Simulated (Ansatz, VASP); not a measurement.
Two plane-wave programs on W

File INCAR:

```
  PREC = Accurate
  ENCUT = 600
  EDIFF = 1E-6
  ISMEAR = -1
  SIGMA = 0.05
  LREAL = False
  LASPH = True
  NELM = 100
  ALGO = Fast
  ISIF = 3
  LWAVE = False
  LCHARG = False
  GGA = PS
  IBRION = 2
  NSW = 60
  EDIFFG = -0.01
```

File KPOINTS:

```
Automatic mesh
0
Gamma
  9 6 6
```

Contents of POSCAR:

```
W
1.0
    2.8096620000      0.0000000000      0.0000000000
    0.0000000000      4.8638700000      0.0000000000
    0.0000000000      0.0000000000      4.9236950000
W
4
Direct
    0.7931720000      0.9368430000      0.7500000000
    0.2068280000      0.4368430000      0.7500000000
    0.2068280000      0.0631570000      0.2500000000
    0.7931720000      0.5631570000      0.2500000000
```

The input input.yaml:

```yaml
crystal:
  lattice:
    - [2.809662, 0.0, 0.0]
    - [0.0, 4.86387, 0.0]
    - [0.0, 0.0, 4.923695]
  atoms:
    - { symbol: W, position: [0.793172, 0.936843, 0.75] }
    - { symbol: W, position: [0.206828, 0.436843, 0.75] }
    - { symbol: W, position: [0.206828, 0.063157, 0.25] }
    - { symbol: W, position: [0.793172, 0.563157, 0.25] }
hamiltonian:
  xc: pbesol
  pseudopotentials: { kind: paw }
kpoints:
  mp_grid: { grid: [9, 6, 6] }
scf:
  occupations: { method: fermi_dirac, width: 0.05 }
output:
  forces: true
  stress: true
  eigenvalues: true
relax:
  f_tol: 0.01
  max_steps: 40
  cell: { stress_tol: 0.05 }
```

Alike in both runs: task relaxation of cell and atoms; functional PBEsol; k mesh 9 × 6 × 6; occupations fermi-dirac, width 0.05 eV; no spin polarisation.

|  | VASP | Ansatz |
| --- | --- | --- |
| version | VASP 6.6.1 | Ansatz 0.2.0 |
| potentials or method | VASP PAW PBE potentials, release 64 (W_sv) | Ansatz PAW |
| plane-wave cutoff (eV) | 600 | 420 |
| valence electrons in the cell | 56 | 56 |

VASP gave:

* gap on the k mesh at the Fermi level, each at its own relaxed structure (eV): none
* relaxed volume (Å³/atom): 15.74
* relaxed cell length with the largest relative difference (Å): 4.459

**Question.** Which values does Ansatz return?

**Answer.** gap on the k mesh at the Fermi level, each at its own relaxed structure (eV): none; relaxed volume (Å³/atom): 15.70; relaxed cell length with the largest relative difference (Å): 4.455.

VASP's potentials were made for PBE, not for PBEsol. A gap of «none» marks a metal or a gap that the smearing closes.

Spin-orbit coupling is off throughout. Noted on Ansatz's run: the plane-wave basis is chosen anew once the cell has moved, so the energies of steps on either side of that aren't comparable.
